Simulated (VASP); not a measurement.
A run of VASP 6.6.1 is set up as follows.

Contents of INCAR:

```
SYSTEM = La2S
  PREC = Accurate
  ENCUT = 520
  EDIFF = 1E-6
  ISMEAR = 0
  SIGMA = 0.1
  LREAL = .False.
  LASPH = .True.
  NELM = 100
  ALGO = Normal
  ISIF = 2
  LWAVE = .False.
  LCHARG = .False.
  GGA = PE
  NBANDS = 21
```

The input KPOINTS:

```
Automatic mesh
0
Gamma
  12 12 6
  0 0 0
```

The input POSCAR:

```
La2S
1.0
    3.9670858695      0.0000000000      0.0000000000
    0.0000000000      3.9670858695      0.0000000000
    0.0000000000      0.0000000000      7.6433216731
La S
2 1
Direct
    0.0000000000      0.0000000000      0.0000000000
    0.0000000000      0.0000000000      0.5000000000
    0.5000000000      0.5000000000      0.0000000000
```

Potentials or basis: VASP PAW PBE potentials, release 64 (La, S).

The run is started by

```console
$ cat potpaw_PBE.64/La/POTCAR potpaw_PBE.64/S/POTCAR > POTCAR
$ mpirun -np 1 vasp_std > vasp.out
```

Problem. Estimate the pressure.

Solution. -0.1 GPa.

Problem. Predict the band gap on the k mesh.

Solution. Zero (bands 14 and 15 overlap by 0.97 eV).

Caveat: spin-orbit coupling is left out, which moves the levels of the heavy elements.
